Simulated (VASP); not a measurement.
# Ag (Fm-3m) in VASP: a series of runs, part 2 of 2

VASP 6.6.1. Earlier steps stand in the parts before.

## (5) Single point, PBE+D3(BJ)

This run uses another cell than the first one, of 16.85 Å³/atom, 0.988 times its volume.

Contents of INCAR:

```
PREC = Accurate
ENCUT = 520
EDIFF = 1E-7
ISMEAR = -1
SIGMA = 0.05
LREAL = F
LASPH = T
NELM = 60
ALGO = Normal
ISIF = 2
LWAVE = F
LCHARG = T
GGA = PE
IVDW = 12
LELF = T
LVHAR = T
NBANDS = 12
```

Contents of KPOINTS:

```
regular mesh
0
Gamma
  11 11 11
```

Contents of POSCAR:

```
Ag
1.0
    0.0000000000      2.0347375525      2.0347375525
    2.0347375525      0.0000000000      2.0347375525
    2.0347375525      2.0347375525      0.0000000000
Ag
1
Direct
    0.0000000000      0.0000000000      0.0000000000
```

Potentials or basis: VASP PAW PBE potentials, release 64 (Ag).

Command:

```
$ cat potpaw_PBE.64/Ag/POTCAR > POTCAR
$ mpirun -np 1 vasp_std > vasp.out
```

OUTCAR:

```text
PREC = Accurate
   ENCUT = 520
   EDIFF = 1E-7
   ISMEAR = -1
   LREAL = F
   LASPH = T
   NELM = 60
   ISIF = 2
   GGA = PE
   IVDW = 12
 IVDW          = 12

 ion  position               nearest neighbor table
   1  0.000  0.000  0.000-

  LATTYP: Found a face centered cubic cell.
 ALAT       =     4.0694751050

  Lattice vectors:

 A1 = (   0.0000000000,   2.0347375525,   2.0347375525)
 A2 = (   2.0347375525,   0.0000000000,   2.0347375525)
 A3 = (   2.0347375525,   2.0347375525,   0.0000000000)

Analysis of symmetry for initial positions (statically):
=====================================================================
 Subroutine PRICEL returns:
 Original cell was already a primitive cell.

 Routine SETGRP: Setting up the symmetry group for a
 face centered cubic supercell.

 Subroutine GETGRP returns: Found 48 space group operations
 (whereof 48 operations were pure point group operations)
 out of a pool of 48 trial point group operations.

The static configuration has the point symmetry O_h .

Analysis of symmetry for dynamics (positions and initial velocities):
=====================================================================
 Subroutine PRICEL returns:
 Original cell was already a primitive cell.

 Routine SETGRP: Setting up the symmetry group for a
 face centered cubic supercell.

 Subroutine GETGRP returns: Found 48 space group operations
 (whereof 48 operations were pure point group operations)
 out of a pool of 48 trial point group operations.

The dynamic configuration has the point symmetry O_h .

 Subroutine INISYM returns: Found 48 space group operations
 (whereof 48 operations are pure point group operations),
 and found     1 'primitive' translations

[... 115 lines left out ...]
  Thomas-Fermi vector in A             =   2.541153
   LORBIT       =      0    0 simple, 1 ext, 2 COOP (PROOUT), +10 PAW based schemes
   GGA     = PE    functional components
   LHFCALC =     F    Hartree Fock is set to
   AEXX    =    0.0000 exact exchange contribution
   IVDW    =    12    specifies the selected vdW correction
   LEPSILON=     F    determine dielectric tensor
   LRPA    =     F    only Hartree local field effects (RPA)
 non-spin polarized calculation
  energy-cutoff  :      520.00
  volume of cell :       16.85
 maximum number of plane-waves:       465
 NGX is ok and might be reduce to    24
   NGX = 11   NGY = 11   NGZ = 11

 number of electron      11.0000000 magnetization

 Free energy of the ion-electron system (eV)
  ---------------------------------------------------
  ext. energy  EPLUGINS =         0.00000000
  ---------------------------------------------------
  free energy    TOTEN  =        -2.70432863 eV

  energy without entropy =       -2.70174360  energy(sigma->0) =       -2.70303611

 E-fermi :   8.8378     XC(G=0): -12.2829

 val. band max:        8.7907752495   @ k =  -0.4545   0.0909   0.0000
 cond. band min:       8.8953228023   @ k =   0.4545   0.3636   0.0000
 fundamental gap:      0.1045475528
 Fermi energy:         8.8378443897

 k-point     1 :       0.0000    0.0000    0.0000
  band No.  band energies     occupation
      1       0.7402      2.00000
      2       3.7387      2.00000
      3       3.7387      2.00000
      4       3.7387      2.00000
      5       4.7940      2.00000
      6       4.7940      2.00000
      7      24.6463      0.00000
      8      28.2959      0.00000
      9      28.2959      0.00000
     10      28.2959      0.00000
     11      33.1330      0.00000
     12      34.3500      0.00000
[... 331 lines left out ...]
 k-point    24 :      -0.1818    0.1818    0.0000
  band No.  band energies     occupation
      1       2.7925      2.00000
      2       3.3287      2.00000
      3       3.9554      2.00000
      4       4.3641      2.00000
      5       4.3957      2.00000
      6       5.9563      2.00000
      7      20.6183      0.00000
      8      21.0359      0.00000
      9      27.3142      0.00000
     10      29.1116      0.00000
     11      29.8726      0.00000
     12      33.4298      0.00000

 [... further k-points ...]

------------------------ aborting loop because EDIFF is reached ----------------------------------------

 Edisp (eV)   -0.59621

 E8    (eV) :    -0.2606

  FORCE on cell =-STRESS in cart. coord.  units (eV):
  Direction    XX          YY          ZZ          XY          YZ          ZX
  --------------------------------------------------------------------------------------
  -------------------------------------------------------------------------------------
  Total      -0.02186    -0.02186    -0.02186    -0.00000     0.00000    -0.00000
  in kB      -2.07919    -2.07919    -2.07919    -0.00000     0.00000    -0.00000
  external pressure =       -2.08 kB  Pullay stress =        0.00 kB

 VOLUME and BASIS-vectors are now :
 -----------------------------------------------------------------------------
  energy-cutoff  :      520.00
  volume of cell :       16.85
      direct lattice vectors                 reciprocal lattice vectors
     0.000000000  2.034737553  2.034737553    -0.245731937  0.245731937  0.245731937
     2.034737553  0.000000000  2.034737553     0.245731937 -0.245731937  0.245731937
     2.034737553  2.034737553  0.000000000     0.245731937  0.245731937 -0.245731937

 POSITION                                       TOTAL-FORCE (eV/Angst)
 -----------------------------------------------------------------------------------
      0.00000      0.00000      0.00000         0.000000      0.000000      0.000000
 -----------------------------------------------------------------------------------
    total drift:                               -0.000000      0.000000      0.000000

  FREE ENERGIE OF THE ION-ELECTRON SYSTEM (eV)
  ---------------------------------------------------
  free  energy   TOTEN  =        -3.3005405973 eV

  energy  without entropy=       -3.2979555686  energy(sigma->0) =       -3.29924808
```

stdout:

```text
POSCAR found type information on POSCAR Ag
 POSCAR found :  1 types and       1 ions
 scaLAPACK will be used
 LDA part: xc-table for (Slater+PW92), standard interpolation
 POSCAR, INCAR and KPOINTS ok, starting setup
 FFT: planning ... GRIDC
 FFT: planning ... GRID_SOFT
 FFT: planning ... GRID
 WAVECAR not read
 entering main loop
```

Run time: 6.5 s. Hardware: 1 thread of Intel Xeon Platinum 8488C (Sapphire Rapids), shared host; peak memory 0.15 GiB.

What came out:

```
Free energy                : -3.3005 eV
Pressure                   : -0.2 GPa
Dispersion energy per atom : -0.596 eV
```

Caveat: pairwise dispersion overbinds metals, which lowers pressure and volume.

## (6) Summary

| level | cell | k mesh | gap on the mesh (eV) | pressure (GPa) |
| --- | --- | --- | --- | --- |
| revPBE | a = 2.889 Å, angles 60.0°, 1 atom | 6 × 6 × 6 | none | 8.3 |
| BLYP | a = 2.889 Å, angles 60.0°, 1 atom | 6 × 6 × 6 | none | 13.1 |
| r2SCAN | a = 2.889 Å, angles 60.0°, 1 atom | 6 × 6 × 6 | none | 2.4 |
| PBE+D3(BJ) | a = 2.878 Å, angles 60.0°, 1 atom | 11 × 11 × 11 | none | -0.2 |

Alike in all rows: task single point; potentials or basis VASP PAW PBE potentials, release 64 (Ag); no spin polarisation; cutoff (eV) 520; smearing fermi-dirac 0.05 eV.

Caveats: some runs use coarse meshes; the PAW data sets were made with another functional, which shifts forces and pressure a little (some runs); pairwise dispersion overbinds metals, which lowers pressure and volume (some runs).

Total energies depend on the potentials used, so only differences within one code and one set of settings carry meaning.
